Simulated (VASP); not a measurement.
Wanted: the native input for a VASP 6.6.1 run.

* Task: single point
* Functional: PBE
* Potentials or basis: VASP PAW PBE potentials, release 64 (Bi_d, Se)
* Cutoff: 520 eV
* k mesh: 6 × 6 × 6
* Occupations: fermi-dirac, width 0.03 eV
* Spin: no spin polarisation
* Dipole correction: no
* Further INCAR settings: ALGO = Normal; EDIFF = 1e-06; NBANDS = 32

The structure of Bi2Se3 lies in POSCAR:

```
Bi2Se3
1.0
    2.2326189570      1.3702331160      9.5943421996
   -1.9103796366      1.3080881372      9.5321972207
    0.1073005297     -2.2487814033      9.5094505797
Bi Se
2 3
Direct
    0.4008000000      0.4008000000      0.4008000000
    0.5992000000      0.5992000000      0.5992000000
    0.0000000000      0.0000000000      0.0000000000
    0.2117000000      0.2117000000      0.2117000000
    0.7883000000      0.7883000000      0.7883000000
```

This cell differs from its parent crystal: equal xy, yz and zx shear strains of +3 %.

One way to write it, as run:

INCAR

```
ALGO     = Normal         # electronic algorithm
EDIFF    = 1E-6           # SCF threshold, eV
ENCUT    = 520            # plane-wave cutoff, eV
GGA      = PE             # functional
ISIF     = 2              # what is computed and relaxed
ISMEAR   = -1             # smearing method
LASPH    = True           # aspherical terms in the spheres
LCHARG   = False          # write CHGCAR
LREAL    = False          # projectors in reciprocal space
LWAVE    = False          # write WAVECAR
NBANDS   = 32             # bands
NELM     = 100            # most SCF steps
PREC     = Accurate       # precision mode
SIGMA    = 0.03           # smearing width, eV
```

KPOINTS

```
k-points
0
Gamma
  6 6 6
```

Potentials or basis: VASP PAW PBE potentials, release 64 (Bi_d, Se).

Launch:

```console
$ cat potpaw_PBE.64/Bi_d/POTCAR potpaw_PBE.64/Se/POTCAR > POTCAR
$ mpirun -np 1 vasp_std > vasp.out
```

It gave:

| Quantity | Value |
| --- | --- |
| Pressure | 2.6 GPa |
| Largest force | 0.336 eV/Å |
| Band gap on the k mesh | 0.20 eV |

Caveat: the cell differs from its parent crystal (equal xy, yz and zx shear strains of +3 %); spin-orbit coupling is left out, which moves the levels of the heavy elements.

It took 59 min on 1 thread of Oxide Virtual Turin-like Processor (shared host), peak memory 1.1 GiB.
